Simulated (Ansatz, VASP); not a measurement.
**Ga2O3: VASP beside Ansatz**

```
Ga O
1.0
     6.12784   -1.51953    0.00253
     6.12784    1.51953    0.00253
    -1.38839    0.00000    5.63998
Ga O
4 6
Direct
  0.09052 0.09052 0.79479
  0.90948 0.90948 0.20521
  0.65873 0.65873 0.31448
  0.34127 0.34127 0.68552
  0.16421 0.16421 0.10916
  0.83579 0.83579 0.89084
  0.17334 0.17334 0.56352
  0.82666 0.82666 0.43648
  0.49629 0.49629 0.25624
  0.50371 0.50371 0.74376
```

Alike in both runs: task single point; functional r2SCAN; k mesh 8 × 8 × 4; occupations gaussian, width 0.05 eV; no spin polarisation.

|  | VASP | Ansatz |
| --- | --- | --- |
| version | VASP 6.6.1 | Ansatz 0.2.0 |
| potentials or method | VASP PAW PBE potentials, release 64 (Ga_d, O), cutoff 520 eV | scalar-relativistic, plane waves, PAW |
| valence electrons in the cell | 88 | 88 |

|  | VASP | Ansatz | Ansatz less VASP |
| --- | --- | --- | --- |
| gap on the k mesh at the Fermi level (eV) | 3.01 | 3.03 | +0.020 |
| least direct gap on the mesh (eV) | 3.04 | 3.05 | +0.017 |
| pressure (GPa) | 1.8 | 0.0 | -1.84 |
| traceless stress, the component that is largest in VASP (GPa) | 0.21 | 0.00 | -0.205 |
| rms of the force components (eV/Å) | 0.035 | 0.000 | -0.0350 |

VASP's potentials were made for PBE, not for r2SCAN. Atom by atom the forces differ by 0.035 eV/Å (rms over components).
